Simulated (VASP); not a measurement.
# Ir (P6_3/mmc) in VASP: notebook

Runs on Ir. Level: LDA. Tasks: single point.

Everything below comes from runs of VASP 6.6.1. Logs are shortened: lines on timing, memory, paths and dates and some standing lists are left out, and cuts for length are marked.

### 1 The cell of the first run

Symmetry: P6_3/mmc, No. 194, hexagonal system. The conventional cell has a = 2.516 Å, b = 2.516 Å, c = 4.606 Å, α = 90.00°, β = 90.00°, γ = 120.00°. Within 3.3 Å of Ir (site symmetry -6m2) lie 12 Ir at 2.52 to 2.72 Å.

This isn't the form of Ir at room conditions, which is fcc.

### 2 Single point, LDA

INCAR reads:

```
PREC     = Accurate       # precision mode
ENCUT    = 560            # plane-wave cutoff, eV
EDIFF    = 1E-6           # SCF threshold, eV
ISMEAR   = 0              # smearing method
SIGMA    = 0.15           # smearing width, eV
LREAL    = F              # projectors in reciprocal space
LASPH    = T              # aspherical terms in the spheres
NELM     = 120            # most SCF steps
ALGO     = Normal         # electronic algorithm
ISIF     = 2              # what is computed and relaxed
LWAVE    = F              # write WAVECAR
LCHARG   = T              # write CHGCAR
GGA      = CA             # functional
LELF     = T              # ELF
LVHAR    = T            
NBANDS   = 24             # bands
GGA_COMPAT= F
```

KPOINTS reads:

```
regular mesh
0
Gamma
  18 18 10
```

POSCAR reads:

```
Ir
1.0
    2.5159000000      0.0000000000      0.0000000000
   -1.2579500000      2.1788333134      0.0000000000
    0.0000000000      0.0000000000      4.6055000000
Ir
2
Direct
    0.6666666667      0.3333333333      0.7500000000
    0.3333333333      0.6666666667      0.2500000000
```

Potentials or basis: VASP PAW LDA potentials, release 64 (Ir_sv_GW).

Started as:

```sh
$ cat potpaw_LDA.64/Ir_sv_GW/POTCAR > POTCAR
$ mpirun -np 1 vasp_std > vasp.out
```

OUTCAR:

```text
PREC = Accurate
   ENCUT = 560
   EDIFF = 1E-6
   ISMEAR = 0
   LREAL = F
   LASPH = T
   NELM = 120
   ISIF = 2
   GGA = CA

 ion  position               nearest neighbor table
   1  0.667  0.333  0.750-   2 2.72   2 2.72   2 2.72   2 2.72   2 2.72   2 2.72
   2  0.333  0.667  0.250-   1 2.72   1 2.72   1 2.72   1 2.72   1 2.72   1 2.72

  LATTYP: Found a hexagonal cell.
 ALAT       =     2.5159000000
 C/A-ratio  =     1.8305576533

  Lattice vectors:

 A1 = (   2.5159000000,   0.0000000000,   0.0000000000)
 A2 = (  -1.2579500000,   2.1788333134,   0.0000000000)
 A3 = (   0.0000000000,   0.0000000000,   4.6055000000)

Analysis of symmetry for initial positions (statically):
=====================================================================
 Subroutine PRICEL returns:
 Original cell was already a primitive cell.

 Routine SETGRP: Setting up the symmetry group for a
 hexagonal supercell.

 Subroutine GETGRP returns: Found 24 space group operations
 (whereof 12 operations were pure point group operations)
 out of a pool of 24 trial point group operations.

The static configuration has the point symmetry D_3d.
 The point group associated with its full space group is D_6h.

Analysis of symmetry for dynamics (positions and initial velocities):
=====================================================================
 Subroutine PRICEL returns:
 Original cell was already a primitive cell.

 Routine SETGRP: Setting up the symmetry group for a
 hexagonal supercell.

 Subroutine GETGRP returns: Found 24 space group operations
 (whereof 12 operations were pure point group operations)
 out of a pool of 24 trial point group operations.

The dynamic configuration has the point symmetry D_3d.
 The point group associated with its full space group is D_6h.

 Subroutine INISYM returns: Found 24 space group operations
 (whereof 12 operations are pure point group operations),
 and found     1 'primitive' translations

----------------------------------------------------------------------------------------

                                     Primitive cell

  volume of cell :      25.2461

  direct lattice vectors                    reciprocal lattice vectors
     2.515900000  0.000000000  0.000000000     0.397472078  0.229480611  0.000000000
    -1.257950000  2.178833313  0.000000000     0.000000000  0.458961222  0.000000000
     0.000000000  0.000000000  4.605500000     0.000000000  0.000000000  0.217131690

  length of vectors
     2.515900000  2.515900000  4.605500000     0.458961222  0.458961222  0.217131690

  position of ions in fractional coordinates (direct lattice)
     0.666666667  0.333333333  0.750000000
     0.333333333  0.666666667  0.250000000

  ion indices of the primitive-cell ions
   primitive index   ion index
                 1           1
                 2           2

----------------------------------------------------------------------------------------

 KPOINTS: regular mesh

Automatic generation of k-mesh.
 Grid dimensions read from file:
 generate k-points for:   18   18   10

 Generating k-lattice:

  Cartesian coordinates                     Fractional coordinates (reciprocal lattice)
     0.022081782  0.012748923  0.000000000     0.055555556  0.000000000  0.000000000
     0.000000000  0.025497846  0.000000000     0.000000000  0.055555556  0.000000000
     0.000000000  0.000000000  0.021713169     0.000000000  0.000000000  0.100000000

  Length of vectors
     0.025497846  0.025497846  0.021713169

  Shift w.r.t. Gamma in fractional coordinates (k-lattice)
     0.000000000  0.000000000  0.000000000

 Subroutine IBZKPT returns following result:
 ===========================================

 Found    222 irreducible k-points:

 Following reciprocal coordinates:
            Coordinates               Weight
  0.000000  0.000000  0.000000      1.000000
  0.055556  0.000000  0.000000      6.000000
  0.111111  0.000000  0.000000      6.000000
  0.166667  0.000000  0.000000      6.000000
  0.222222  0.000000  0.000000      6.000000
  0.277778  0.000000  0.000000      6.000000
[... 16 lines left out ...]
  0.333333  0.111111  0.000000     12.000000
  0.388889  0.111111  0.000000     12.000000
 [... further k-points ...]
   k-points           NKPTS =    222   k-points in BZ     NKDIM =    222   number of bands    NBANDS=     24
   number of dos      NEDOS =    301   number of ions     NIONS =      2
   total plane-waves  NPLWV =  14400
   dimension x,y,z NGX =    20 NGY =   20 NGZ =   36
   dimension x,y,z NGXF=    40 NGYF=   40 NGZF=   72
   ions per type =               2
   NGX,Y,Z   is equivalent  to a cutoff of  13.22, 13.22, 13.00 a.u.
   NGXF,Y,Z  is equivalent  to a cutoff of  26.43, 26.43, 25.99 a.u.
 SYSTEM =  unknown system
   PREC   = accura    normal or accurate (medium, high low for compatibility)
   ISTART =      0    job   : 0-new  1-cont  2-samecut
   ICHARG =      2    charge: 1-file 2-atom 10-const
   ISPIN  =      1    spin polarized calculation?
   LNONCOLLINEAR =      F non collinear calculations
   LSORBIT =      F    spin-orbit coupling
   LASPH  =      T    aspherical Exc in radial PAW
   ENCUT  =  560.0 eV  41.16 Ry    6.42 a.u.   4.85  4.85  8.89*2*pi/ulx,y,z
   NELM   =    120;   NELMIN=  2; NELMDL= -5     # of ELM steps
   EDIFF  = 0.1E-05   stopping-criterion for ELM
   LREAL  =      F    real-space projection
   EDIFFG = 0.1E-04   stopping-criterion for IOM
   NSW    =      0    number of steps for IOM
   IBRION =     -1    ionic relax: 0-MD 1-quasi-New 2-CG
   NFREE  =      0    steps in history (QN), initial steepest desc. (CG)
   ISIF   =      2    stress and relaxation
   ISYM   =      2    0-nonsym 1-usesym 2-fastsym
   POTIM  = 0.5000    time-step for ionic-motion
   TEBEG  =    0.0;   TEEND  =   0.0 temperature during run
   PSTRESS=    0.0 pullay stress
   NELECT =      34.0000    total number of electrons
   NUPDOWN=      -1.0000    fix difference up-down
   EMIN   =  10.00;   EMAX   =-10.00  energy-range for DOS
   EFERMI =   0.00;   METHOD = LEGACY
   ISMEAR =     0;   SIGMA  =   0.15  broadening in eV -4-tet -1-fermi 0-gaus
   EFERMI_NEDOS =   21; number of points for ismear=-14 and -15
   IALGO  =     38    algorithm
   IMIX   =      4    mixing-type and parameters
     AMIX     =   0.40;   BMIX     =  1.00
     AMIX_MAG =   1.60;   BMIX_MAG =  1.00
  volume/ion in A,a.u.               =      12.62        85.18
  Fermi-wavevector in a.u.,A,eV,Ry     =   1.807881  3.416399 44.469721  3.268432
  Thomas-Fermi vector in A             =   2.867073
   LORBIT       =      0    0 simple, 1 ext, 2 COOP (PROOUT), +10 PAW based schemes
   GGA     = CA    functional components
   LHFCALC =     F    Hartree Fock is set to
   AEXX    =    0.0000 exact exchange contribution
   IVDW    =     0    specifies the selected vdW correction
   LEPSILON=     F    determine dielectric tensor
   LRPA    =     F    only Hartree local field effects (RPA)
 non-spin polarized calculation
 Gauss-broadening in eV      SIGMA  =   0.15
  energy-cutoff  :      560.00
  volume of cell :       25.25
 maximum number of plane-waves:       774
 NGX is ok and might be reduce to    20
   NGX =  9   NGY =  9   NGZ = 17

 number of electron      34.0000000 magnetization

 Free energy of the ion-electron system (eV)
  ---------------------------------------------------
  ext. energy  EPLUGINS =         0.00000000
  ---------------------------------------------------
  free energy    TOTEN  =       -20.80600981 eV

  energy without entropy =      -20.78336069  energy(sigma->0) =      -20.79468525

 E-fermi :  14.9615     XC(G=0): -15.5053

 val. band max:       14.9518568681   @ k =   0.1111   0.1111   0.5000
 cond. band min:      14.9625849111   @ k =   0.2222   0.1667   0.1000
 fundamental gap:      0.0107280430
 Fermi energy:        14.9614595323

 k-point     1 :       0.0000    0.0000    0.0000
  band No.  band energies     occupation
      1     -77.8823      2.00000
      2     -77.8170      2.00000
      3     -35.3665      2.00000
      4     -34.5002      2.00000
      5     -34.4026      2.00000
      6     -34.4026      2.00000
[... 16 lines left out ...]
     23      29.0915      0.00000
     24      31.3072      0.00000

 k-point     2 :       0.0556    0.0000    0.0000
  band No.  band energies     occupation
      1     -77.8782      2.00000
      2     -77.8135      2.00000
      3     -35.3549      2.00000
      4     -34.5004      2.00000
      5     -34.4438      2.00000
      6     -34.4135      2.00000
[... 16 lines left out ...]
     23      29.4228      0.00000
     24      31.6322      0.00000

 k-point     3 :       0.1111    0.0000    0.0000
  band No.  band energies     occupation
      1     -77.8664      2.00000
      2     -77.8040      2.00000
      3     -35.3216      2.00000
      4     -34.5628      2.00000
      5     -34.5020      2.00000
      6     -34.4820      2.00000
[... 16 lines left out ...]
     23      30.3296      0.00000
     24      32.5498      0.00000

 k-point     4 :       0.1667    0.0000    0.0000
  band No.  band energies     occupation
      1     -77.8474      2.00000
      2     -77.7893      2.00000
      3     -35.2687      2.00000
      4     -34.7432      2.00000
      5     -34.6625      2.00000
      6     -34.5050      2.00000
[... 16 lines left out ...]
     23      31.3887      0.00000
     24      33.7519      0.00000

 k-point     5 :       0.2222    0.0000    0.0000
  band No.  band energies     occupation
      1     -77.8241      2.00000
      2     -77.7715      2.00000
      3     -35.2005      2.00000
      4     -34.9620      2.00000
      5     -34.8787      2.00000
      6     -34.5492      2.00000
[... 451 lines left out ...]
 k-point    22 :       0.2778    0.1111    0.0000
  band No.  band energies     occupation
      1     -77.7677      2.00000
      2     -77.7320      2.00000
      3     -35.3912      2.00000
      4     -35.3131      2.00000
      5     -35.0183      2.00000
      6     -34.7342      2.00000
[... 16 lines left out ...]
     23      29.4711      0.00000
     24      29.9040      0.00000

 k-point    23 :       0.3333    0.1111    0.0000
  band No.  band energies     occupation
      1     -77.7480      2.00000
      2     -77.7200      2.00000
      3     -35.5437      2.00000
      4     -35.4486      2.00000
      5     -34.9439      2.00000
      6     -34.7934      2.00000
[... 16 lines left out ...]
     23      28.0415      0.00000
     24      29.3278      0.00000

 k-point    24 :       0.3889    0.1111    0.0000
  band No.  band energies     occupation
      1     -77.7346      2.00000
      2     -77.7132      2.00000
      3     -35.6424      2.00000
      4     -35.5373      2.00000
      5     -34.8857      2.00000
      6     -34.8319      2.00000
[... 16 lines left out ...]
     23      26.7768      0.00000
     24      28.9642      0.00000

 [... further k-points ...]
[... 5 lines left out ...]
  --------------------------------------------------------------------------------------
  -------------------------------------------------------------------------------------
  Total       13.2466528     13.2466528      0.8508222      0.0000000      0.0000000      0.0000000
  in kB      840.6642293    840.6642293     53.9952117      0.0000000      0.0000000      0.0000000
  external PRESSURE =     578.4412234 kB  Pullay stress =       0.0000000 kB

 VOLUME and BASIS-vectors are now :
 -----------------------------------------------------------------------------
  energy-cutoff  :      560.00
  volume of cell :       25.25
      direct lattice vectors                 reciprocal lattice vectors
     2.515900000  0.000000000  0.000000000     0.397472078  0.229480611  0.000000000
    -1.257950000  2.178833313  0.000000000     0.000000000  0.458961222  0.000000000
     0.000000000  0.000000000  4.605500000     0.000000000  0.000000000  0.217131690

 POSITION                                       TOTAL-FORCE (eV/Angst)
 -----------------------------------------------------------------------------------
      1.25795      0.72628      3.45413         0.000000     -0.000000      0.000000
     -0.00000      1.45256      1.15138        -0.000000      0.000000      0.000000
 -----------------------------------------------------------------------------------
    total drift:                                0.000000     -0.000000      0.000000

  FREE ENERGIE OF THE ION-ELECTRON SYSTEM (eV)
  ---------------------------------------------------
  free  energy   TOTEN  =       -20.8060098060 eV

  energy  without entropy=      -20.7833606884  energy(sigma->0) =      -20.79468525
```

Run time: 1.7 min. Hardware: 1 thread of Intel Xeon Platinum 8259CL at 2.50GHz (Skylake/Cascade Lake), shared host; peak memory 0.23 GiB.

What came out:

| Quantity | Value |
| --- | --- |
| Free energy | -20.8060 eV |
| Pressure | 57.8 GPa |
| Band gap on the k mesh | zero (bands 17 and 18 overlap by 4.39 eV) |

Stress tensor (GPa, compression positive):
```
84.07  0.00  0.00
 0.00 84.07  0.00
 0.00  0.00  5.40
```

Caveat: the stress differs along the axes, from 5 to 84 GPa; spin-orbit coupling is left out, which moves the levels of the heavy elements.

### 3 Single point, LDA

This run uses another cell than the first one, of 13.04 Å³/atom.

INCAR reads:

```
SYSTEM = Ir
  PREC = Accurate
  ENCUT = 560
  EDIFF = 1E-6
  ISMEAR = 0
  SIGMA = 0.15
  LREAL = .False.
  LASPH = .True.
  NELM = 120
  ALGO = Normal
  ISIF = 2
  LWAVE = .False.
  LCHARG = .False.
  NBANDS = 24
  GGA_COMPAT = .False.
```

KPOINTS reads:

```
regular mesh
0
Gamma
  18 18 10
  0 0 0
```

POSCAR reads:

```
Ir
1.0
    2.6421000000      0.0000000000      0.0000000000
   -1.3210500000      2.2881257193      0.0000000000
    0.0000000000      0.0000000000      4.3131000000
Ir
2
Direct
    0.6666666667      0.3333333333      0.7500000000
    0.3333333333      0.6666666667      0.2500000000
```

Potentials or basis: VASP PAW LDA potentials, release 64 (Ir_sv_GW).

Started as:

```sh
$ cat potpaw_LDA.64/Ir_sv_GW/POTCAR > POTCAR
$ mpirun -np 1 vasp_std > vasp.out
```

It took 91 s on 1 thread of Intel Xeon Platinum 8375C at 2.90GHz (Ice Lake), shared host; peak memory 0.24 GiB.

Results (log left out):

- Free energy: -21.4972 eV
- Pressure: 30.0 GPa
- Band gap on the k mesh: zero (bands 17 and 18 overlap by 3.89 eV)

Stress tensor (GPa, compression positive):
```
31.02  0.00  0.00
 0.00 31.02  0.00
 0.00  0.00 27.96
```

Levels at points of the mesh, in eV from the Fermi level:
```tsv
k point	band 15	band 16	band 17	band 18	band 19	band 20
(0.00, 0.00, 0.00)	-3.66	-2.66	-2.66	-1.03	0.31	0.31
(0.50, 0.00, 0.00)	-3.43	0.90	1.13	1.37	3.37	4.95
(0.00, 0.00, 0.50)	-4.51	-4.51	-0.52	-0.52	-0.52	-0.52
(0.50, 0.00, 0.50)	-1.12	-1.12	1.18	1.18	2.24	2.24
```

Caveat: the cell stands under pressure; spin-orbit coupling is left out, which moves the levels of the heavy elements.
